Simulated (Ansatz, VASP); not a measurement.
**BeS in VASP and in Ansatz**

The input INCAR:

```
SYSTEM = BeS
  ALGO = Normal
  EDIFF = 1E-7
  ENCUT = 520
  GGA = CA
  ISIF = 2
  ISMEAR = -1
  LASPH = .TRUE.
  LCHARG = .TRUE.
  LELF = .TRUE.
  LREAL = .FALSE.
  LVHAR = .TRUE.
  LWAVE = .FALSE.
  NBANDS = 11
  NELM = 100
  PREC = Accurate
  SIGMA = 0.05
```

The input KPOINTS:

```
k-points
0
G
  9 9 9
  0 0 0
```

POSCAR

```
BeS
1.0
    0.0000000000      2.4250000000      2.4250000000
    2.4250000000      0.0000000000      2.4250000000
    2.4250000000      2.4250000000      0.0000000000
S Be
1 1
Direct
    0.7500000000      0.7500000000      0.7500000000
    0.0000000000      0.0000000000      0.0000000000
```

Contents of input.yaml:

```yaml
crystal:
  lattice:
    - [0.0, 2.425, 2.425]
    - [2.425, 0.0, 2.425]
    - [2.425, 2.425, 0.0]
  atoms:
    - { symbol: S, position: [0.75, 0.75, 0.75] }
    - { symbol: Be, position: [0.0, 0.0, 0.0] }
kpoints:
  mp_grid: { grid: [9, 9, 9] }
scf:
  occupations: { method: fermi_dirac, width: 0.05 }
hamiltonian:
  xc: lda
  pseudopotentials: { kind: all_electron, lapw: { basis_error: 0.001 } }
output:
  forces: true
  stress: true
  eigenvalues: true
```

Alike in both runs: task single point; functional LDA; k mesh 9 × 9 × 9; occupations fermi-dirac, width 0.05 eV; no spin polarisation.

```csv
,VASP,Ansatz
version,VASP 6.6.1,Ansatz 0.2.0
potentials or method,"VASP PAW LDA potentials, release 64 (S, Be), cutoff 520 eV","all-electron LAPW, scalar-relativistic"
```

VASP gave:

```
gap on the k mesh at the Fermi level (eV) : 3.00
least direct gap on the mesh (eV)         : 5.54
pressure (GPa)                            : -3.2
```

**Question.** Estimate Ansatz's values.

**Answer.** gap on the k mesh at the Fermi level (eV): 3.00; least direct gap on the mesh (eV): 5.52; pressure (GPa): -3.2.

LDA's correlation is that of Perdew and Zunger in VASP and of Perdew and Wang (1992) in Ansatz. Ansatz ran all-electron here, and VASP with PAW potentials.
